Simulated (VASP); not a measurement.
# SnSe2 (P-3m1) in VASP: notebook

The runs below take SnSe2 through single point, with r2SCAN.

Everything below comes from runs of VASP 6.6.1. Logs are shortened: lines on timing, memory, paths and dates and some standing lists are left out, and cuts for length are marked.

**1. The cell of the first run**

It takes space group P-3m1 (No. 164, trigonal). The conventional cell has a = 3.811 Å, b = 3.811 Å, c = 6.014 Å, α = 90.00°, β = 90.00°, γ = 120.00°. Sn (site symmetry -3m) has 6 Se at 2.66 Å within 3.5 Å. Se (site symmetry 3m) has 3 Sn at 2.66 Å within 3.5 Å.

**2. Single point, r2SCAN (strain -0.0200 x Voigt [0, 0, 1, 0, 0, 0])**

POSCAR reads:

```
SnSe2
1.0
    3.8109987816      0.0000000000      0.0000000000
   -1.9054993908      3.3004217586      0.0000000000
    0.0000000000      0.0000000000      6.0142600000
Sn Se
1 2
Direct
    0.0000000000      0.0000000000      0.0000000000
    0.3333333333      0.6666666667      0.2500000000
    0.6666666667      0.3333333333      0.7500000000
```

INCAR.step1 reads:

```
SYSTEM = SnSe2
PREC     = Accurate       ! precision mode
ENCUT    = 520            ! plane-wave cutoff, eV
ISMEAR   = 0              ! smearing method
SIGMA    = 0.05           ! smearing width, eV
LREAL    = .FALSE.        ! projectors in reciprocal space
LASPH    = .TRUE.         ! aspherical terms in the spheres
NELM     = 100            ! most SCF steps
NBANDS   = 20             ! bands
GGA      = PE             ! functional
ALGO     = Normal         ! electronic algorithm
EDIFF    = 1E-4           ! SCF threshold, eV
LWAVE    = .TRUE.         ! write WAVECAR
LCHARG   = .FALSE.        ! write CHGCAR
```

INCAR.step2 reads:

```
SYSTEM = SnSe2
PREC     = Accurate       ! precision mode
ENCUT    = 520            ! plane-wave cutoff, eV
EDIFF    = 1E-6           ! SCF threshold, eV
ISMEAR   = 0              ! smearing method
SIGMA    = 0.05           ! smearing width, eV
LREAL    = .FALSE.        ! projectors in reciprocal space
LASPH    = .TRUE.         ! aspherical terms in the spheres
NELM     = 100            ! most SCF steps
ALGO     = Normal         ! electronic algorithm
ISIF     = 2              ! what is computed and relaxed
LWAVE    = .FALSE.        ! write WAVECAR
LCHARG   = .TRUE.         ! write CHGCAR
METAGGA  = R2SCAN         ! meta-GGA
LMIXTAU  = .TRUE.       
LELF     = .TRUE.         ! ELF
LVHAR    = .TRUE.       
NBANDS   = 20             ! bands
ISTART   = 1
```

KPOINTS reads:

```
Automatic mesh
0
G
  9 9 6
  0 0 0
```

Potentials or basis: VASP PAW PBE potentials, release 64 (Sn_d, Se).

Command:

```sh
> cat potpaw_PBE.64/Sn_d/POTCAR potpaw_PBE.64/Se/POTCAR > POTCAR
> cp INCAR.step1 INCAR
> mpirun -np 1 vasp_std > vasp.out
> cp INCAR.step2 INCAR
> mpirun -np 1 vasp_std > vasp.out
```

OUTCAR:

```text
SYSTEM = SnSe2
   PREC = Accurate
   ENCUT = 520
   EDIFF = 1E-6
   ISMEAR = 0
   LREAL = .FALSE.
   LASPH = .TRUE.
   NELM = 100
   ISIF = 2
   METAGGA = R2SCAN
   ISTART = 1

 ion  position               nearest neighbor table
   1  0.000  0.000  0.000-   2 2.66   3 2.66   2 2.66   3 2.66   3 2.66   2 2.66
   2  0.333  0.667  0.250-   1 2.66   1 2.66   1 2.66
   3  0.667  0.333  0.750-   1 2.66   1 2.66   1 2.66

  LATTYP: Found a hexagonal cell.
 ALAT       =     3.8109987816
 C/A-ratio  =     1.5781322285

  Lattice vectors:

 A1 = (   3.8109987816,   0.0000000000,   0.0000000000)
 A2 = (  -1.9054993908,   3.3004217586,   0.0000000000)
 A3 = (   0.0000000000,   0.0000000000,   6.0142600000)

Analysis of symmetry for initial positions (statically):
=====================================================================
 Subroutine PRICEL returns:
 Original cell was already a primitive cell.

 Routine SETGRP: Setting up the symmetry group for a
 hexagonal supercell.

 Subroutine GETGRP returns: Found 12 space group operations
 (whereof 12 operations were pure point group operations)
 out of a pool of 24 trial point group operations.

The static configuration has the point symmetry D_3d.

Analysis of symmetry for dynamics (positions and initial velocities):
=====================================================================
 Subroutine PRICEL returns:
 Original cell was already a primitive cell.

 Routine SETGRP: Setting up the symmetry group for a
 hexagonal supercell.

 Subroutine GETGRP returns: Found 12 space group operations
 (whereof 12 operations were pure point group operations)
 out of a pool of 24 trial point group operations.

The dynamic configuration has the point symmetry D_3d.

 Subroutine INISYM returns: Found 12 space group operations
 (whereof 12 operations are pure point group operations),
 and found     1 'primitive' translations

----------------------------------------------------------------------------------------

                                     Primitive cell

  volume of cell :      75.6468

  direct lattice vectors                    reciprocal lattice vectors
     3.810998782  0.000000000  0.000000000     0.262398405  0.151495789  0.000000000
    -1.905499391  3.300421759  0.000000000     0.000000000  0.302991579  0.000000000
     0.000000000  0.000000000  6.014260000     0.000000000  0.000000000  0.166271495

  length of vectors
     3.810998782  3.810998782  6.014260000     0.302991579  0.302991579  0.166271495

  position of ions in fractional coordinates (direct lattice)
     0.000000000  0.000000000  0.000000000
     0.333333333  0.666666667  0.250000000
     0.666666667  0.333333333  0.750000000

  ion indices of the primitive-cell ions
   primitive index   ion index
                 1           1
                 2           2
                 3           3

----------------------------------------------------------------------------------------

 KPOINTS: Automatic mesh

Automatic generation of k-mesh.
 Grid dimensions read from file:
 generate k-points for:    9    9    6

 Generating k-lattice:

  Cartesian coordinates                     Fractional coordinates (reciprocal lattice)
     0.029155378  0.016832865  0.000000000     0.111111111  0.000000000  0.000000000
     0.000000000  0.033665731  0.000000000     0.000000000  0.111111111  0.000000000
     0.000000000  0.000000000  0.027711916     0.000000000  0.000000000  0.166666667

  Length of vectors
     0.033665731  0.033665731  0.027711916

  Shift w.r.t. Gamma in fractional coordinates (k-lattice)
     0.000000000  0.000000000  0.000000000

 Subroutine IBZKPT returns following result:
 ===========================================

 Found     62 irreducible k-points:

 Following reciprocal coordinates:
            Coordinates               Weight
  0.000000  0.000000  0.000000      1.000000
  0.111111  0.000000  0.000000      6.000000
  0.222222  0.000000  0.000000      6.000000
  0.333333  0.000000  0.000000      6.000000
  0.444444  0.000000  0.000000      6.000000
  0.111111  0.111111  0.000000      6.000000
[... 16 lines left out ...]
  0.222222  0.111111  0.166667     12.000000
 -0.111111  0.333333  0.166667     12.000000
 [... further k-points ...]
   k-points           NKPTS =     62   k-points in BZ     NKDIM =     62   number of bands    NBANDS=     20
   number of dos      NEDOS =    301   number of ions     NIONS =      3
   total plane-waves  NPLWV =  37632
   dimension x,y,z NGX =    28 NGY =   28 NGZ =   48
   dimension x,y,z NGXF=    56 NGYF=   56 NGZF=   96
   ions per type =               1   2
   NGX,Y,Z   is equivalent  to a cutoff of  12.21, 12.21, 13.27 a.u.
   NGXF,Y,Z  is equivalent  to a cutoff of  24.43, 24.43, 26.54 a.u.
 SYSTEM =  SnSe2
   PREC   = accura    normal or accurate (medium, high low for compatibility)
   ISTART =      1    job   : 0-new  1-cont  2-samecut
   ICHARG =      0    charge: 1-file 2-atom 10-const
   ISPIN  =      1    spin polarized calculation?
   LNONCOLLINEAR =      F non collinear calculations
   LSORBIT =      F    spin-orbit coupling
   LASPH  =      T    aspherical Exc in radial PAW
   ENCUT  =  520.0 eV  38.22 Ry    6.18 a.u.   7.09  7.09 11.18*2*pi/ulx,y,z
   NELM   =    100;   NELMIN=  2; NELMDL=  0     # of ELM steps
   EDIFF  = 0.1E-05   stopping-criterion for ELM
   LREAL  =      F    real-space projection
   EDIFFG = 0.1E-04   stopping-criterion for IOM
   NSW    =      0    number of steps for IOM
   IBRION =     -1    ionic relax: 0-MD 1-quasi-New 2-CG
   NFREE  =      0    steps in history (QN), initial steepest desc. (CG)
   ISIF   =      2    stress and relaxation
   ISYM   =      2    0-nonsym 1-usesym 2-fastsym
   POTIM  = 0.5000    time-step for ionic-motion
   TEBEG  =    0.0;   TEEND  =   0.0 temperature during run
   PSTRESS=    0.0 pullay stress
   NELECT =      26.0000    total number of electrons
   NUPDOWN=      -1.0000    fix difference up-down
   EMIN   =  10.00;   EMAX   =-10.00  energy-range for DOS
   EFERMI =   0.00;   METHOD = LEGACY
   ISMEAR =     0;   SIGMA  =   0.05  broadening in eV -4-tet -1-fermi 0-gaus
   EFERMI_NEDOS =   21; number of points for ismear=-14 and -15
   IALGO  =     38    algorithm
   IMIX   =      4    mixing-type and parameters
     AMIX     =   0.40;   BMIX     =  1.00
     AMIX_MAG =   1.60;   BMIX_MAG =  1.00
  volume/ion in A,a.u.               =      25.22       170.16
  Fermi-wavevector in a.u.,A,eV,Ry     =   1.146751  2.167045 17.892176  1.315038
  Thomas-Fermi vector in A             =   2.283434
   LORBIT       =      0    0 simple, 1 ext, 2 COOP (PROOUT), +10 PAW based schemes
   METAGGA = R2SCAN    functional components
   LHFCALC =     F    Hartree Fock is set to
   AEXX    =    0.0000 exact exchange contribution
   IVDW    =     0    specifies the selected vdW correction
   LEPSILON=     F    determine dielectric tensor
   LRPA    =     F    only Hartree local field effects (RPA)
 non-spin polarized calculation
 Gauss-broadening in eV      SIGMA  =   0.05
  energy-cutoff  :      520.00
  volume of cell :       75.65
 maximum number of plane-waves:      2061
   NGX = 15   NGY = 15   NGZ = 23

 number of electron      26.0000006 magnetization

 Free energy of the ion-electron system (eV)
  ---------------------------------------------------
  ext. energy  EPLUGINS =         0.00000000
  ---------------------------------------------------
  free energy    TOTEN  =       -54.53824546 eV

  energy without entropy =      -54.53824546  energy(sigma->0) =      -54.53824546

 E-fermi :   4.4511     XC(G=0): -10.1121

 val. band max:        4.2416303641   @ k =   0.0000   0.0000   0.0000
 cond. band min:       5.1607362421   @ k =   0.0000   0.4444   0.3333
 fundamental gap:      0.9191058780
 Fermi energy:         4.4511325349

 k-point     1 :       0.0000    0.0000    0.0000
  band No.  band energies     occupation
      1     -17.8485      2.00000
      2     -17.8485      2.00000
      3     -17.7867      2.00000
      4     -17.7722      2.00000
      5     -17.7722      2.00000
      6     -10.5307      2.00000
[... 12 lines left out ...]
     19      13.5975      0.00000
     20      13.5975      0.00000

 k-point     2 :       0.1111    0.0000    0.0000
  band No.  band energies     occupation
      1     -17.8565      2.00000
      2     -17.8447      2.00000
      3     -17.7831      2.00000
      4     -17.7743      2.00000
      5     -17.7706      2.00000
      6     -10.4005      2.00000
[... 12 lines left out ...]
     19      13.2865      0.00000
     20      13.7366      0.00000

 k-point     3 :       0.2222    0.0000    0.0000
  band No.  band energies     occupation
      1     -17.8780      2.00000
      2     -17.8369      2.00000
      3     -17.7831      2.00000
      4     -17.7694      2.00000
      5     -17.7645      2.00000
      6     -10.0241      2.00000
[... 12 lines left out ...]
     19      12.7340      0.00000
     20      14.0596      0.00000

 k-point     4 :       0.3333    0.0000    0.0000
  band No.  band energies     occupation
      1     -17.9033      2.00000
      2     -17.8313      2.00000
      3     -17.7894      2.00000
      4     -17.7565      2.00000
      5     -17.7542      2.00000
      6      -9.4606      2.00000
[... 12 lines left out ...]
     19      13.6073      0.00000
     20      14.7833      0.00000

 k-point     5 :       0.4444    0.0000    0.0000
  band No.  band energies     occupation
      1     -17.9200      2.00000
      2     -17.8293      2.00000
      3     -17.7935      2.00000
      4     -17.7479      2.00000
      5     -17.7457      2.00000
      6      -8.8920      2.00000
[... 12 lines left out ...]
     19      14.7643      0.00000
     20      15.5009      0.00000

 k-point     6 :       0.1111    0.1111    0.0000
  band No.  band energies     occupation
      1     -17.8695      2.00000
      2     -17.8409      2.00000
      3     -17.7778      2.00000
      4     -17.7776      2.00000
      5     -17.7653      2.00000
      6     -10.1467      2.00000
[... 12 lines left out ...]
     19      12.4043      0.00000
     20      14.1627      0.00000

 k-point     7 :       0.2222    0.1111    0.0000
  band No.  band energies     occupation
      1     -17.8897      2.00000
      2     -17.8379      2.00000
      3     -17.7833      2.00000
      4     -17.7685      2.00000
      5     -17.7546      2.00000
      6      -9.6717      2.00000
[... 12 lines left out ...]
     19      12.1586      0.00000
     20      14.9164      0.00000
[... 277 lines left out ...]
 k-point    20 :       0.4444    0.0000    0.1667
  band No.  band energies     occupation
      1     -17.9201      2.00000
      2     -17.8293      2.00000
      3     -17.7935      2.00000
      4     -17.7479      2.00000
      5     -17.7458      2.00000
      6      -8.8645      2.00000
[... 12 lines left out ...]
     19      14.8065      0.00000
     20      16.1185      0.00000

 k-point    21 :       0.0000    0.4444    0.1667
  band No.  band energies     occupation
      1     -17.9201      2.00000
      2     -17.8293      2.00000
      3     -17.7935      2.00000
      4     -17.7479      2.00000
      5     -17.7458      2.00000
      6      -8.8646      2.00000
[... 12 lines left out ...]
     19      14.1680      0.00000
     20      15.5477      0.00000

 k-point    22 :       0.1111    0.1111    0.1667
  band No.  band energies     occupation
      1     -17.8696      2.00000
      2     -17.8409      2.00000
      3     -17.7778      2.00000
      4     -17.7776      2.00000
      5     -17.7653      2.00000
      6     -10.1050      2.00000
[... 12 lines left out ...]
     19      12.7656      0.00000
     20      13.5300      0.00000

 k-point    23 :       0.2222    0.1111    0.1667
  band No.  band energies     occupation
      1     -17.8898      2.00000
      2     -17.8379      2.00000
      3     -17.7833      2.00000
      4     -17.7685      2.00000
      5     -17.7545      2.00000
      6      -9.6335      2.00000
[... 12 lines left out ...]
     19      12.5711      0.00000
     20      14.3662      0.00000

 k-point    24 :      -0.1111    0.3333    0.1667
  band No.  band energies     occupation
      1     -17.8898      2.00000
      2     -17.8379      2.00000
      3     -17.7834      2.00000
      4     -17.7686      2.00000
      5     -17.7545      2.00000
      6      -9.6326      2.00000
[... 12 lines left out ...]
     19      11.9932      0.00000
     20      14.2633      0.00000

 [... further k-points ...]
[... 5 lines left out ...]
  --------------------------------------------------------------------------------------
  -------------------------------------------------------------------------------------
  Total        1.9901254      1.9901254      3.1699466      0.0000000      0.0000000      0.0000000
  in kB       42.1502904     42.1502904     67.1385688      0.0000000      0.0000000      0.0000000
  external PRESSURE =      50.4797166 kB  Pullay stress =       0.0000000 kB

 VOLUME and BASIS-vectors are now :
 -----------------------------------------------------------------------------
  energy-cutoff  :      520.00
  volume of cell :       75.65
      direct lattice vectors                 reciprocal lattice vectors
     3.810998782  0.000000000  0.000000000     0.262398405  0.151495789  0.000000000
    -1.905499391  3.300421759  0.000000000     0.000000000  0.302991579  0.000000000
     0.000000000  0.000000000  6.014260000     0.000000000  0.000000000  0.166271495

 POSITION                                       TOTAL-FORCE (eV/Angst)
 -----------------------------------------------------------------------------------
      0.00000      0.00000      0.00000         0.000000      0.000000      0.000000
     -0.00000      2.20028      1.50357        -0.000000     -0.000000      0.775629
      1.90550      1.10014      4.51070         0.000000      0.000000     -0.775629
 -----------------------------------------------------------------------------------
    total drift:                               -0.000000     -0.000000     -0.000000

  FREE ENERGIE OF THE ION-ELECTRON SYSTEM (eV)
  ---------------------------------------------------
  free  energy   TOTEN  =       -54.5382454641 eV

  energy  without entropy=      -54.5382454641  energy(sigma->0) =      -54.53824546
```

Wall time 4.4 min (1 thread of Intel Xeon Platinum 8259CL at 2.50GHz (Skylake/Cascade Lake), shared host); peak memory 0.25 GiB.

What came out:

| Property | Result |
| --- | --- |
| Free energy | -54.5382 eV |
| Pressure | 5.0 GPa |
| Largest force | 0.776 eV/Å |
| Band gap on the k mesh | 0.92 eV, indirect (least direct gap 1.39 eV) |

Forces on the atoms (eV/Å):
```
Sn   0.000  0.000  0.000
Se   0.000  0.000  0.776
Se   0.000  0.000 -0.776
```

Stress tensor (GPa, compression positive):
```
4.22 0.00 0.00
0.00 4.22 0.00
0.00 0.00 6.71
```

Levels at points of the mesh, in eV from the valence-band top:
```tsv
k point	band 11	band 12	band 13	band 14	band 15	band 16
(0.00, 0.00, 0.00)	-0.64	-0.64	0.00	1.39	3.22	4.90
(0.00, 0.00, 0.50)	-1.06	-0.47	-0.47	2.70	3.24	4.58
```

Caveat: the cell differs from its parent crystal (strain -0.0200 x Voigt [0, 0, 1, 0, 0, 0]); the PAW data sets were made with another functional, which shifts forces and pressure a little; spin-orbit coupling is left out, which moves the levels of the heavy elements. A k mesh can miss the band edges.

(Continued in part 2 of 2.)
